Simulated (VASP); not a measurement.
Fe:

```
Fe
1.0
    -1.44750    1.44750    1.44750
     1.44750   -1.44750    1.44750
     1.44750    1.44750   -1.44750
Fe
1
Direct
  0.00000 0.00000 0.00000
```

Base run:

```yaml
Program: VASP 6.6.1
Functional: PBE
Potentials_or_basis: VASP PAW PBE potentials, release 64 (Fe)
Cutoff: 600 eV
k_mesh: 13 × 13 × 13
Occupations: fermi-dirac, width 0.05 eV
Spin: collinear spin, ferromagnetic start
Starting_moments: "[4.0] μB"
```

Its results: pressure -10.2 GPa; site moments Fe +2.33 μB.

After a change of settings the same cell gave: pressure -23.6 GPa; site moments Fe +1.07 μB. Which change was it?
A. moments at the start from [4.0] to [2.08]; fixed moment from none to 2.08 μB
B. moments at the start from [4.0] to [0.4]
C. moments at the start from [4.0] to [1.04]; fixed moment from none to 1.04 μB
D. moments at the start from [4.0] to [1.56]; fixed moment from none to 1.56 μB

C.

Caveats: the total moment is fixed, so each spin has its own Fermi level (some runs).
